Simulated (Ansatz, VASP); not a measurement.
## One calculation of Nb3RuC, two programs

```
CELL_PARAMETERS angstrom
4.74464 0.00000 0.00000
0.00000 4.74464 0.00000
0.00000 0.00000 4.74464
ATOMIC_POSITIONS crystal
Nb 0.50000 0.00000 0.50000
Nb 0.50000 0.50000 0.00000
Nb 0.00000 0.50000 0.50000
Ru 0.50000 0.50000 0.50000
C 0.00000 0.00000 0.00000
```

Change from the starting cell: species swapped into the KMgH3 type (Pm-3m, No. 221).

Alike in both runs: functional PBE; k mesh 4 × 4 × 4; occupations gaussian, width 0.1 eV; no spin polarisation.

Ansatz relaxed the structure, and its values are those at the end. VASP's run is a single point on that final structure, the one shown.

|  | VASP | Ansatz |
| --- | --- | --- |
| version | VASP 6.6.1 | Ansatz 0.2.0 |
| potentials or method | VASP PAW PBE potentials, release 64 (Nb_sv, Ru_pv, C), cutoff 520 eV | scalar-relativistic, plane waves, PAW |
| valence electrons in the cell | 57 | 59 |

```csv
,VASP,Ansatz,Ansatz less VASP
gap on the k mesh at the Fermi level (eV),none,none,-
pressure (GPa),0.1,0.1,+0.01
```

A gap of «none» marks a metal or a gap that the smearing closes. With one functional, cell and mesh, what is left measures potentials, basis and numerics. VASP's potentials hold 57 valence electrons a cell and Ansatz's 59, so a difference there can come from the potentials and not from the codes.
